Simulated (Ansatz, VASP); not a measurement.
Two plane-wave programs on InP

The input INCAR:

```
PREC     = Accurate       # precision mode
ENCUT    = 520            # plane-wave cutoff, eV
EDIFF    = 1E-6           # SCF threshold, eV
ISMEAR   = -1             # smearing method
SIGMA    = 0.05           # smearing width, eV
LREAL    = F              # projectors in reciprocal space
LASPH    = T              # aspherical terms in the spheres
NELM     = 100            # most SCF steps
ALGO     = Normal         # electronic algorithm
ISIF     = 2              # what is computed and relaxed
LWAVE    = F              # write WAVECAR
LCHARG   = F              # write CHGCAR
GGA      = RP             # functional
NBANDS   = 16             # bands
```

KPOINTS

```
regular mesh
0
Gamma
  8 8 8
```

POSCAR

```
InP
1.0
    0.0000000000      2.7688340000      2.7688340000
    2.7688340000      0.0000000000      2.7688340000
    2.7688340000      2.7688340000      0.0000000000
In P
1 1
Direct
    0.0000000000      0.0000000000      0.0000000000
    0.5000000000      0.5000000000      0.5000000000
```

Contents of input.yaml:

```yaml
crystal:
  lattice:
    - [0.0, 2.768834, 2.768834]
    - [2.768834, 0.0, 2.768834]
    - [2.768834, 2.768834, 0.0]
  atoms:
    - { symbol: In, position: [0.0, 0.0, 0.0] }
    - { symbol: P, position: [0.5, 0.5, 0.5] }
hamiltonian:
  xc: rpbe
  pseudopotentials: { kind: paw }
kpoints:
  mp_grid: { grid: [8, 8, 8] }
  band_path:
    path:
      - [[0.0, 0.0, 0.0], [0.5, 0.0, 0.5], [0.5, 0.25, 0.75], [0.375, 0.375, 0.75], [0.0, 0.0, 0.0], [0.5, 0.5, 0.5], [0.625, 0.25, 0.625], [0.5, 0.25, 0.75], [0.5, 0.5, 0.5], [0.375, 0.375, 0.75]]
      - [[0.625, 0.25, 0.625], [0.5, 0.0, 0.5]]
    npoints: 14
scf:
  occupations: { method: fermi_dirac, width: 0.05 }
  n_extra_bands: 6
output:
  forces: true
  stress: true
  eigenvalues: true
  fatbands: false
```

Alike in both runs: functional RPBE; k mesh 8 × 8 × 8; occupations fermi-dirac, width 0.05 eV; no spin polarisation.

```csv
,VASP,Ansatz
version,VASP 6.6.1,Ansatz 0.2.0
potentials or method,"VASP PAW PBE potentials, release 64 (In_d, P)",Ansatz PAW
plane-wave cutoff (eV),520,420
valence electrons in the cell,18,18
task,single point,band structure
```

|  | VASP | Ansatz | Ansatz less VASP |
| --- | --- | --- | --- |
| gap on the k mesh at the Fermi level (eV) | none | none | - |
| pressure (GPa) | 1.8 | 1.8 | +0.08 |

VASP's potentials were made for PBE, not for RPBE. A gap of «none» marks a metal or a gap that the smearing closes. The functional is the same, so the differences come from potentials, cutoffs and numerics.
